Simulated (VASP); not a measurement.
Runs of VASP 6.6.1 on SrCl2. The structure is that of space group P-3m1 (No. 164), or close to it. The cells are those of the table. 

```tsv
cell	gap on the mesh (eV)	pressure (GPa)	largest force (eV/Å)
a = 4.929, b = 4.929, c = 12.824 Å, angles 90.0, 90.0, 60.0°, 9 atoms	(a)	-3.3	0.17
a = 4.929, b = 4.929, c = 12.574 Å, angles 90.0, 90.0, 60.0°, 9 atoms	4.82	-3.2	0.20
a = 4.929, b = 4.929, c = 13.074 Å, angles 90.0, 90.0, 60.0°, 9 atoms	4.71	-3.2	0.12
a = 4.929, b = 4.929, c = 15.074 Å, angles 90.0, 90.0, 60.0°, 9 atoms	4.68	-2.7	0.33
a = 4.929, b = 4.929, c = 18.074 Å, angles 90.0, 90.0, 60.0°, 9 atoms	(c)	-	0.34
a = 4.929, b = 4.929, c = 13.574 Å, angles 90.0, 90.0, 60.0°, 9 atoms	(b)	-3.1	0.23
a = 4.929, b = 4.929, c = 16.574 Å, angles 90.0, 90.0, 60.0°, 9 atoms	4.81	-2.5	0.34
a = 4.929, b = 4.929, c = 14.074 Å, angles 90.0, 90.0, 60.0°, 9 atoms	4.62	-2.9	0.29
```

Alike in all rows: task single point; level LDA; potentials or basis VASP PAW LDA potentials, release 64 (Sr_sv, Cl); no spin polarisation; k mesh 5 × 5 × 2; cutoff (eV) 520; smearing gaussian 0.05 eV.

Question: Fill in the values left out.

Answer: (a) 4.75; (b) 4.64; (c) 4.87.

Caveats: the cell stands under tension (at least some runs); there is no dipole correction, which matters where the two faces differ (at least some runs).

A k mesh can miss the band edges, and the runs leave out spin-orbit coupling on Sr.
